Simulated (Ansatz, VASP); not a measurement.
ZnS in VASP and in Ansatz

```
CELL_PARAMETERS angstrom
3.81100 0.00000 0.00000
-1.90550 3.30042 0.00000
0.00000 0.00000 6.23400
ATOMIC_POSITIONS crystal
Zn 0.34973 0.66667 0.00000
Zn 0.68307 0.33333 0.50000
S 0.33333 0.66667 0.38500
S 0.66667 0.33333 0.88500
```

Change from the starting cell: all Zn atoms moved +0.062 Å, as atom 1 along Cartesian [1 0 0].

Alike in both runs: task single point; functional r2SCAN; k mesh 6 × 6 × 4; occupations gaussian, width 0.05 eV; no spin polarisation.

|  | VASP | Ansatz |
| --- | --- | --- |
| version | VASP 6.6.1 | Ansatz 0.2.0 |
| potentials or method | VASP PAW PBE potentials, release 64 (Zn, S), cutoff 520 eV | scalar-relativistic, plane waves, PAW |
| valence electrons in the cell | 36 | 36 |

VASP gave:

| Quantity | Value |
| --- | --- |
| gap on the k mesh at the Fermi level (eV) | 2.81 |
| least direct gap on the mesh (eV) | 2.81 |
| pressure (GPa) | 0.3 |
| traceless stress, the component that is largest in VASP (GPa) | -1.42 |
| rms of the force components (eV/Å) | 0.317 |

Problem. What did Ansatz give for the same quantities?

Solution. gap on the k mesh at the Fermi level (eV): 2.80; least direct gap on the mesh (eV): 2.80; pressure (GPa): 0.3; traceless stress, the component that is largest in VASP (GPa): -1.41; rms of the force components (eV/Å): 0.318.

VASP's potentials were made for PBE, not for r2SCAN. Atom by atom the forces differ by 0.003 eV/Å (rms over components).
